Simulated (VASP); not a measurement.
A run of VASP 6.6.1 is set up as follows.

INCAR

```
SYSTEM = BN
ALGO = Normal
EDIFF = 1E-6
ENCUT = 600
GGA = PE
GGA_COMPAT = .False.
ISIF = 2
ISMEAR = 0
LASPH = .True.
LCHARG = .False.
LREAL = .False.
LWAVE = .False.
NBANDS = 16
NELM = 120
PREC = Accurate
SIGMA = 0.01
```

The input KPOINTS:

```
k-points
0
Gamma
  12 12 6
  0 0 0
```

POSCAR

```
BN
1.0
    2.5369239031      0.0000000000      0.0000000000
   -1.2684619515      2.1970405475      0.0000000000
    0.0000000000      0.0000000000      4.1959421454
B N
2 2
Direct
    0.6666666667      0.3333333333      0.0002756800
    0.3333333333      0.6666666667      0.5002756800
    0.6666666667      0.3333333333      0.3747243200
    0.3333333333      0.6666666667      0.8747243200
```

Potentials or basis: VASP PAW PBE potentials, release 64 (B, N).

Command:

```bash
$ cat potpaw_PBE.64/B/POTCAR potpaw_PBE.64/N/POTCAR > POTCAR
$ mpirun -np 1 vasp_std > vasp.out
```

Predict the band gap on the k mesh.

5.17 eV, indirect (least direct gap 8.33 eV).

Predict the pressure.

8.0 GPa.

A k mesh can miss the band edges. A hybrid or GW would open this gap; PBE tends to underestimate it.
